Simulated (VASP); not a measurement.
Wanted: the native input for a VASP 6.6.1 run.

| Property | Result |
| --- | --- |
| Task | single point |
| Functional | LDA |
| Potentials or basis | VASP PAW LDA potentials, release 64 (Al, Au) |
| Cutoff | 520 eV |
| k mesh | 16 × 16 × 16 |
| Occupations | gaussian, width 0.15 eV |
| Spin | no spin polarisation |
| Dipole correction | no |
| Further INCAR settings | ALGO = Fast; EDIFF = 1e-07; NBANDS = 20 |

The structure of AlAu2 lies in POSCAR:

```
AlAu2
1.0
   -1.6379005816      1.6379005816      4.4052974043
    1.6379005816     -1.6379005816      4.4052974043
    1.6379005816      1.6379005816     -4.4052974043
Al Au
1 2
Direct
    0.0000000000      0.0000000000      0.0000000000
    0.6743689208      0.6743689208      0.0000000000
    0.3256310792      0.3256310792      0.0000000000
```

This cell differs from its parent crystal: atoms shifted along a free coordinate, c/a of the conventional cell at fixed volume 2.6896.

These files were run (other wordings do the same):

INCAR

```
ALGO     = Fast           # electronic algorithm
EDIFF    = 1E-7           # SCF threshold, eV
ENCUT    = 520            # plane-wave cutoff, eV
GGA      = CA             # functional
ISIF     = 2              # what is computed and relaxed
ISMEAR   = 0              # smearing method
LASPH    = T              # aspherical terms in the spheres
LCHARG   = F              # write CHGCAR
LREAL    = F              # projectors in reciprocal space
LWAVE    = F              # write WAVECAR
NBANDS   = 20             # bands
NELM     = 60             # most SCF steps
PREC     = Accurate       # precision mode
SIGMA    = 0.15           # smearing width, eV
```

KPOINTS

```
k-points
0
Gamma
  16 16 16
```

Potentials or basis: VASP PAW LDA potentials, release 64 (Al, Au).

The run is started by

```sh
$ cat potpaw_LDA.64/Al/POTCAR potpaw_LDA.64/Au/POTCAR > POTCAR
$ mpirun -np 1 vasp_std > vasp.out
```

It gave:

```yaml
Pressure: 4.8 GPa
Largest_force: 2.219 eV/Å
Band_gap_on_the_k_mesh: zero (an odd number of electrons rules out a gap without spin polarisation)
```

Caveat: the stress differs along the axes, from -4 to 9 GPa; spin-orbit coupling is left out, which moves the levels of the heavy elements; forces of over 1 eV/Å act on the atoms, so gaps and moduli don't describe the material at rest.

Run time: 6 min on 1 thread of Intel(R) Xeon(R) Platinum 8488C (Sapphire Rapids) (shared host), peak memory 0.43 GiB.
